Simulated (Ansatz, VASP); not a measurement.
One calculation of MnS, two programs

```
Mn S
1.0
     0.00000    2.73221    2.73221
     2.73221    0.00000    2.73221
     2.73221    2.73221    0.00000
Mn S
1 1
Direct
  0.00000 0.00000 0.00000
  0.75000 0.75000 0.75000
```

Alike in both runs: task single point; functional PBEsol; k mesh 14 × 14 × 14; occupations gaussian, width 0.1 eV; collinear spin.

|  | VASP | Ansatz |
| --- | --- | --- |
| version | VASP 6.6.1 | Ansatz 0.2.0 |
| potentials or method | VASP PAW PBE potentials, release 64 (Mn_pv, S) | scalar-relativistic, plane waves, PAW |
| plane-wave cutoff (eV) | 520 | 420 |
| valence electrons in the cell | 19 | 21 |

VASP gave:

| Property | Result |
| --- | --- |
| gap on the k mesh at the Fermi level (eV) | none |
| pressure (GPa) | 0.1 |
| net moment per atom (μB) | 2.31 |
| size of the moment on the site where the two differ most (μB) | 4.11 |

Q: What did Ansatz give for the same quantities?

A: gap on the k mesh at the Fermi level (eV): none; pressure (GPa): 0.0; net moment per atom (μB): 2.30; size of the moment on the site where the two differ most (μB): 3.90.

VASP's potentials were made for PBE, not for PBEsol. Site moments also hang on the region over which each program counts them. A gap of «none» marks a metal or a gap that the smearing closes. VASP's potentials hold 19 valence electrons a cell and Ansatz's 21, so a difference there can come from the potentials and not from the codes.
